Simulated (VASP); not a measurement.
A run of VASP 6.6.1 is set up as follows.

The input INCAR:

```
PREC = Accurate
ENCUT = 520
EDIFF = 1E-6
ISMEAR = 0
SIGMA = 0.02
LREAL = F
LASPH = T
NELM = 80
ALGO = Normal
ISIF = 2
LWAVE = F
LCHARG = F
GGA = PE
NBANDS = 28
```

File KPOINTS:

```
regular mesh
0
Gamma
  8 8 8
```

Contents of POSCAR:

```
SrTiO3
1.0
    3.9364226089      0.0000000000      0.0000000000
    0.0000000000      3.9364226089      0.0000000000
    0.0000000000      0.0000000000      3.9364226089
Sr Ti O
1 1 3
Direct
    0.0000000000      0.0000000000      0.0000000000
    0.5000000000      0.5000000000      0.5000000000
    0.5000000000      0.0000000000      0.5000000000
    0.5000000000      0.5000000000      0.0000000000
    0.0000000000      0.5000000000      0.5000000000
```

Potentials or basis: VASP PAW PBE potentials, release 64 (Sr_sv, Ti_sv, O).

Launch:

```console
$ cat potpaw_PBE.64/Sr_sv/POTCAR potpaw_PBE.64/Ti_sv/POTCAR potpaw_PBE.64/O/POTCAR > POTCAR
$ mpirun -np 1 vasp_std > vasp.out
```

Problem. Estimate the pressure.

Solution. 0.7 GPa.

Problem. What does it give for the band gap on the k mesh?

Solution. 1.81 eV, indirect (least direct gap 2.18 eV).

A k mesh can miss the band edges.
